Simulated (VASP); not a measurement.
# Ag (Im-3m) in VASP: notebook

The runs below take Ag through single point, relaxation of cell and atoms, with PBE.

Everything below comes from runs of VASP 6.6.1. Logs are shortened: lines on timing, memory, paths and dates and some standing lists are left out, and cuts for length are marked.

### Step 1. The cell of the first run

The structure is cubic, space group Im-3m (No. 229). Conventional cell: a = 3.303 Å, b = 3.303 Å, c = 3.303 Å, α = 90.00°, β = 90.00°, γ = 90.00°. Within 3.8 Å of Ag (site symmetry m-3m) lie 14 Ag at 2.86 to 3.30 Å.

### Step 2. Single point, PBE

Input file INCAR:

```
SYSTEM = Ag
PREC = Accurate
ENCUT = 520
EDIFF = 1E-6
ISMEAR = -1
SIGMA = 0.05
LREAL = .False.
LASPH = .True.
NELM = 80
ALGO = Normal
ISIF = 2
LWAVE = .False.
LCHARG = .False.
GGA = PE
NBANDS = 12
```

Input file KPOINTS:

```
regular mesh
0
Gamma
  18 18 18
  0 0 0
```

Input file POSCAR:

```
Ag
1.0
   -1.6515559943      1.6515559943      1.6515559943
    1.6515559943     -1.6515559943      1.6515559943
    1.6515559943      1.6515559943     -1.6515559943
Ag
1
Direct
    0.0000000000      0.0000000000      0.0000000000
```

Potentials or basis: VASP PAW PBE potentials, release 64 (Ag).

Launch:

```console
$ cat potpaw_PBE.64/Ag/POTCAR > POTCAR
$ mpirun -np 1 vasp_std > vasp.out
```

OUTCAR:

```text
SYSTEM = Ag
   PREC = Accurate
   ENCUT = 520
   EDIFF = 1E-6
   ISMEAR = -1
   LREAL = .False.
   LASPH = .True.
   NELM = 80
   ISIF = 2
   GGA = PE

 ion  position               nearest neighbor table
   1  0.000  0.000  0.000-

  LATTYP: Found a body centered cubic cell.
 ALAT       =     3.3031119886

  Lattice vectors:

 A1 = (  -1.6515559943,   1.6515559943,   1.6515559943)
 A2 = (   1.6515559943,  -1.6515559943,   1.6515559943)
 A3 = (   1.6515559943,   1.6515559943,  -1.6515559943)

Analysis of symmetry for initial positions (statically):
=====================================================================
 Subroutine PRICEL returns:
 Original cell was already a primitive cell.

 Routine SETGRP: Setting up the symmetry group for a
 body centered cubic supercell.

 Subroutine GETGRP returns: Found 48 space group operations
 (whereof 48 operations were pure point group operations)
 out of a pool of 48 trial point group operations.

The static configuration has the point symmetry O_h .

Analysis of symmetry for dynamics (positions and initial velocities):
=====================================================================
 Subroutine PRICEL returns:
 Original cell was already a primitive cell.

 Routine SETGRP: Setting up the symmetry group for a
 body centered cubic supercell.

 Subroutine GETGRP returns: Found 48 space group operations
 (whereof 48 operations were pure point group operations)
 out of a pool of 48 trial point group operations.

The dynamic configuration has the point symmetry O_h .

 Subroutine INISYM returns: Found 48 space group operations
 (whereof 48 operations are pure point group operations),
 and found     1 'primitive' translations

----------------------------------------------------------------------------------------

                                     Primitive cell

  volume of cell :      18.0194

  direct lattice vectors                    reciprocal lattice vectors
    -1.651555994  1.651555994  1.651555994     0.000000000  0.302744807  0.302744807
     1.651555994 -1.651555994  1.651555994     0.302744807  0.000000000  0.302744807
     1.651555994  1.651555994 -1.651555994     0.302744807  0.302744807  0.000000000

  length of vectors
     2.860578894  2.860578894  2.860578894     0.428145811  0.428145811  0.428145811

  position of ions in fractional coordinates (direct lattice)
     0.000000000  0.000000000  0.000000000

  ion indices of the primitive-cell ions
   primitive index   ion index
                 1           1

----------------------------------------------------------------------------------------

 KPOINTS: regular mesh

Automatic generation of k-mesh.
 Grid dimensions read from file:
 generate k-points for:   18   18   18

 Generating k-lattice:

  Cartesian coordinates                     Fractional coordinates (reciprocal lattice)
     0.000000000  0.016819156  0.016819156     0.055555556  0.000000000  0.000000000
     0.016819156  0.000000000  0.016819156     0.000000000  0.055555556  0.000000000
     0.016819156  0.016819156  0.000000000     0.000000000  0.000000000  0.055555556

  Length of vectors
     0.023785878  0.023785878  0.023785878

  Shift w.r.t. Gamma in fractional coordinates (k-lattice)
     0.000000000  0.000000000  0.000000000

 Subroutine IBZKPT returns following result:
 ===========================================

 Found    195 irreducible k-points:

 Following reciprocal coordinates:
            Coordinates               Weight
  0.000000  0.000000  0.000000      1.000000
  0.055556  0.000000  0.000000     12.000000
  0.111111  0.000000  0.000000     12.000000
  0.166667  0.000000  0.000000     12.000000
  0.222222  0.000000  0.000000     12.000000
  0.277778  0.000000  0.000000     12.000000
[... 16 lines left out ...]
  0.333333  0.111111  0.000000     48.000000
  0.388889  0.111111  0.000000     48.000000
 [... further k-points ...]
   k-points           NKPTS =    195   k-points in BZ     NKDIM =    195   number of bands    NBANDS=     12
   number of dos      NEDOS =    301   number of ions     NIONS =      1
   total plane-waves  NPLWV =  13824
   dimension x,y,z NGX =    24 NGY =   24 NGZ =   24
   dimension x,y,z NGXF=    48 NGYF=   48 NGZF=   48
   ions per type =               1
   NGX,Y,Z   is equivalent  to a cutoff of  13.95, 13.95, 13.95 a.u.
   NGXF,Y,Z  is equivalent  to a cutoff of  27.90, 27.90, 27.90 a.u.
 SYSTEM =  Ag
   PREC   = accura    normal or accurate (medium, high low for compatibility)
   ISTART =      0    job   : 0-new  1-cont  2-samecut
   ICHARG =      2    charge: 1-file 2-atom 10-const
   ISPIN  =      1    spin polarized calculation?
   LNONCOLLINEAR =      F non collinear calculations
   LSORBIT =      F    spin-orbit coupling
   LASPH  =      T    aspherical Exc in radial PAW
   ENCUT  =  520.0 eV  38.22 Ry    6.18 a.u.   5.32  5.32  5.32*2*pi/ulx,y,z
   NELM   =     80;   NELMIN=  2; NELMDL= -5     # of ELM steps
   EDIFF  = 0.1E-05   stopping-criterion for ELM
   LREAL  =      F    real-space projection
   EDIFFG = 0.1E-04   stopping-criterion for IOM
   NSW    =      0    number of steps for IOM
   IBRION =     -1    ionic relax: 0-MD 1-quasi-New 2-CG
   NFREE  =      0    steps in history (QN), initial steepest desc. (CG)
   ISIF   =      2    stress and relaxation
   ISYM   =      2    0-nonsym 1-usesym 2-fastsym
   POTIM  = 0.5000    time-step for ionic-motion
   TEBEG  =    0.0;   TEEND  =   0.0 temperature during run
   PSTRESS=    0.0 pullay stress
   NELECT =      11.0000    total number of electrons
   NUPDOWN=      -1.0000    fix difference up-down
   EMIN   =  10.00;   EMAX   =-10.00  energy-range for DOS
   EFERMI =   0.00;   METHOD = LEGACY
   ISMEAR =    -1;   SIGMA  =   0.05  broadening in eV -4-tet -1-fermi 0-gaus
   EFERMI_NEDOS =   21; number of points for ismear=-14 and -15
   IALGO  =     38    algorithm
   IMIX   =      4    mixing-type and parameters
     AMIX     =   0.40;   BMIX     =  1.00
     AMIX_MAG =   1.60;   BMIX_MAG =  1.00
  volume/ion in A,a.u.               =      18.02       121.60
  Fermi-wavevector in a.u.,A,eV,Ry     =   1.388755  2.624367 26.240761  1.928642
  Thomas-Fermi vector in A             =   2.512851
   LORBIT       =      0    0 simple, 1 ext, 2 COOP (PROOUT), +10 PAW based schemes
   GGA     = PE    functional components
   LHFCALC =     F    Hartree Fock is set to
   AEXX    =    0.0000 exact exchange contribution
   IVDW    =     0    specifies the selected vdW correction
   LEPSILON=     F    determine dielectric tensor
   LRPA    =     F    only Hartree local field effects (RPA)
 non-spin polarized calculation
  energy-cutoff  :      520.00
  volume of cell :       18.02
 maximum number of plane-waves:       498
 NGX is ok and might be reduce to    24
   NGX = 11   NGY = 11   NGZ = 11

 number of electron      11.0000003 magnetization

 Free energy of the ion-electron system (eV)
  ---------------------------------------------------
  ext. energy  EPLUGINS =         0.00000000
  ---------------------------------------------------
  free energy    TOTEN  =        -2.68313335 eV

  energy without entropy =       -2.67937896  energy(sigma->0) =       -2.68125616

 E-fermi :   7.7182     XC(G=0): -11.8814

 val. band max:        7.7047427022   @ k =  -0.3889   0.4444   0.1111
 cond. band min:       7.7541006356   @ k =   0.5000   0.0000   0.0000
 fundamental gap:      0.0493579334
 Fermi energy:         7.7182364145

 k-point     1 :       0.0000    0.0000    0.0000
  band No.  band energies     occupation
      1       0.3233      2.00000
      2       2.9689      2.00000
      3       2.9689      2.00000
      4       2.9689      2.00000
      5       4.1864      2.00000
      6       4.1864      2.00000
      7      25.4675      0.00000
      8      25.4675      0.00000
      9      25.4675      0.00000
     10      30.9441      0.00000
     11      30.9441      0.00000
     12      30.9441      0.00000

 k-point     2 :       0.0556    0.0000    0.0000
  band No.  band energies     occupation
      1       0.4212      2.00000
      2       2.9459      2.00000
      3       2.9728      2.00000
      4       3.0226      2.00000
      5       4.1611      2.00000
      6       4.1879      2.00000
      7      25.1921      0.00000
      8      25.4322      0.00000
      9      25.5259      0.00000
     10      29.7105      0.00000
     11      29.7934      0.00000
     12      30.2935      0.00000

 k-point     3 :       0.1111    0.0000    0.0000
  band No.  band energies     occupation
      1       0.7047      2.00000
      2       2.8804      2.00000
      3       2.9868      2.00000
      4       3.1802      2.00000
      5       4.0989      2.00000
      6       4.1931      2.00000
      7      24.2240      0.00000
      8      25.1858      0.00000
      9      25.6903      0.00000
     10      28.5467      0.00000
     11      28.8288      0.00000
     12      28.9499      0.00000

 k-point     4 :       0.1667    0.0000    0.0000
  band No.  band energies     occupation
      1       1.1298      2.00000
      2       2.7816      2.00000
      3       3.0340      2.00000
      4       3.4303      2.00000
      5       4.0337      2.00000
      6       4.2026      2.00000
      7      22.5119      0.00000
      8      24.5218      0.00000
      9      25.9309      0.00000
     10      27.4404      0.00000
     11      27.8900      0.00000
     12      28.7549      0.00000

 k-point     5 :       0.2222    0.0000    0.0000
  band No.  band energies     occupation
      1       1.5660      2.00000
      2       2.6630      2.00000
      3       3.2262      2.00000
      4       3.7526      2.00000
      5       3.9996      2.00000
      6       4.2169      2.00000
      7      20.4054      0.00000
      8      23.6031      0.00000
      9      25.9495      0.00000
     10      26.2071      0.00000
     11      27.6677      0.00000
     12      29.3539      0.00000

 k-point     6 :       0.2778    0.0000    0.0000
  band No.  band energies     occupation
      1       1.7919      2.00000
      2       2.5399      2.00000
      3       3.7829      2.00000
      4       4.0084      2.00000
      5       4.1176      2.00000
      6       4.2354      2.00000
      7      18.2017      0.00000
      8      22.6888      0.00000
      9      24.5754      0.00000
     10      26.4775      0.00000
     11      27.6643      0.00000
     12      30.3781      0.00000

 k-point     7 :       0.3333    0.0000    0.0000
  band No.  band energies     occupation
      1       1.7933      2.00000
      2       2.4267      2.00000
      3       4.0419      2.00000
      4       4.2559      2.00000
      5       4.4848      2.00000
      6       4.7328      2.00000
      7      16.0465      0.00000
      8      21.9088      0.00000
      9      23.3954      0.00000
     10      26.7097      0.00000
     11      27.7734      0.00000
     12      31.6995      0.00000

 k-point     8 :       0.3889    0.0000    0.0000
  band No.  band energies     occupation
      1       1.7161      2.00000
      2       2.3363      2.00000
      3       4.0863      2.00000
      4       4.2750      2.00000
      5       4.8047      2.00000
      6       5.9086      2.00000
      7      14.0392      0.00000
      8      21.3219      0.00000
      9      22.4818      0.00000
     10      26.8837      0.00000
     11      27.9285      0.00000
     12      32.2754      0.00000
[... 166 lines left out ...]
 k-point    20 :       0.1667    0.1111   -0.0000
  band No.  band energies     occupation
      1       1.7910      2.00000
      2       2.7210      2.00000
      3       2.9269      2.00000
      4       3.9374      2.00000
      5       4.0745      2.00000
      6       4.3256      2.00000
      7      20.5888      0.00000
      8      21.8367      0.00000
      9      24.4866      0.00000
     10      26.4520      0.00000
     11      29.1622      0.00000
     12      30.1468      0.00000

 k-point    21 :       0.2222    0.1111    0.0000
  band No.  band energies     occupation
      1       1.9946      2.00000
      2       2.5953      2.00000
      3       3.2408      2.00000
      4       3.9462      2.00000
      5       4.2682      2.00000
      6       4.7851      2.00000
      7      18.3850      0.00000
      8      21.0241      0.00000
      9      23.4555      0.00000
     10      26.7305      0.00000
     11      29.8345      0.00000
     12      30.1254      0.00000

 k-point    22 :       0.2778    0.1111   -0.0000
  band No.  band energies     occupation
      1       1.9730      2.00000
      2       2.4814      2.00000
      3       3.6772      2.00000
      4       4.0067      2.00000
      5       4.3467      2.00000
      6       5.6056      2.00000
      7      16.2296      0.00000
      8      20.3170      0.00000
      9      22.5739      0.00000
     10      26.9841      0.00000
     11      30.0598      0.00000
     12      30.5423      0.00000

 k-point    23 :       0.3333    0.1111    0.0000
  band No.  band energies     occupation
      1       1.8840      2.00000
      2       2.3944      2.00000
      3       3.9329      2.00000
      4       4.1008      2.00000
      5       4.5054      2.00000
      6       6.6736      2.00000
      7      14.2156      0.00000
      8      19.7555      0.00000
      9      21.8968      0.00000
     10      27.1925      0.00000
     11      30.0406      0.00000
     12      31.0352      0.00000

 k-point    24 :       0.3889    0.1111    0.0000
  band No.  band energies     occupation
      1       1.8092      2.00000
      2       2.3402      2.00000
      3       4.0365      2.00000
      4       4.1317      2.00000
      5       4.7050      2.00000
      6       7.8515      0.13017
      7      12.4828      0.00000
      8      19.3890      0.00000
      9      21.4722      0.00000
     10      27.3322      0.00000
     11      30.0676      0.00000
     12      31.1915      0.00000

 [... further k-points ...]
[... 5 lines left out ...]
  --------------------------------------------------------------------------------------
  -------------------------------------------------------------------------------------
  Total       -0.0142549     -0.0142549     -0.0142549      0.0000000      0.0000000      0.0000000
  in kB       -1.2674599     -1.2674599     -1.2674599      0.0000000      0.0000000      0.0000000
  external PRESSURE =      -1.2674599 kB  Pullay stress =       0.0000000 kB

 VOLUME and BASIS-vectors are now :
 -----------------------------------------------------------------------------
  energy-cutoff  :      520.00
  volume of cell :       18.02
      direct lattice vectors                 reciprocal lattice vectors
    -1.651555994  1.651555994  1.651555994     0.000000000  0.302744807  0.302744807
     1.651555994 -1.651555994  1.651555994     0.302744807  0.000000000  0.302744807
     1.651555994  1.651555994 -1.651555994     0.302744807  0.302744807  0.000000000

 POSITION                                       TOTAL-FORCE (eV/Angst)
 -----------------------------------------------------------------------------------
      0.00000      0.00000      0.00000         0.000000     -0.000000      0.000000
 -----------------------------------------------------------------------------------
    total drift:                               -0.000000      0.000000      0.000000

  FREE ENERGIE OF THE ION-ELECTRON SYSTEM (eV)
  ---------------------------------------------------
  free  energy   TOTEN  =        -2.6831333515 eV

  energy  without entropy=       -2.6793789640  energy(sigma->0) =       -2.68125616
```

It took 10 s on 1 thread of Intel Xeon 6975P-C (Granite Rapids), shared host; peak memory 0.17 GiB.

Results:

* Free energy: -2.6831 eV
* Pressure: -0.1 GPa

Levels at points of the mesh, in eV from the Fermi level:
```csv
k point,band 4,band 5,band 6,band 7,band 8,band 9
"(0.00, 0.00, 0.00)",-4.75,-3.53,-3.53,17.75,17.75,17.75
"(0.50, 0.00, 0.00)",-3.42,-2.61,0.04,3.82,13.12,13.98
"(0.50, 0.50, 0.50)",-2.84,-2.84,6.73,6.73,6.73,12.05
```

### Step 3. Single point, PBE

This run uses another cell than the first one, of 19.47 Å³/atom, 1.080 times its volume.

Input file INCAR:

```
SYSTEM = Ag
ALGO = Normal
EDIFF = 1E-6
ENCUT = 520
GGA = PE
ISIF = 2
ISMEAR = -1
LASPH = .TRUE.
LCHARG = .TRUE.
LELF = .TRUE.
LREAL = .FALSE.
LVHAR = .TRUE.
LWAVE = .FALSE.
NBANDS = 12
NELM = 60
PREC = Accurate
SIGMA = 0.05
```

Input file KPOINTS:

```
k-points
0
G
  18 18 18
  0 0 0
```

Input file POSCAR:

```
Ag
1.0
   -1.6947201288      1.6947201288      1.6947201288
    1.6947201288     -1.6947201288      1.6947201288
    1.6947201288      1.6947201288     -1.6947201288
Ag
1
Direct
    0.0000000000      0.0000000000      0.0000000000
```

Potentials or basis: VASP PAW PBE potentials, release 64 (Ag).

Launch:

```console
$ cat potpaw_PBE.64/Ag/POTCAR > POTCAR
$ mpirun -np 1 vasp_std > vasp.out
```

It took 11 s on 1 thread of Intel Xeon 6975P-C (Granite Rapids), shared host; peak memory 0.17 GiB.

The run converged. Its results:

- Free energy: -2.6561 eV
- Pressure: -5.5 GPa

Levels at points of the mesh, in eV from the Fermi level:
```
           k point  band 2  band 3  band 4  band 5  band 6  band 7  band 8  band 9
(0.00, 0.00, 0.00)   -4.50   -4.50   -4.50   -3.43   -3.43   17.43   17.43   17.43
(0.50, 0.00, 0.00)   -5.12   -3.48   -3.35   -2.64    0.21    3.40   12.80   13.30
(0.50, 0.50, 0.50)   -5.62   -2.83   -2.83   -2.83    6.50    6.50    6.50   11.00
```

(Continued in part 2 of 2.)
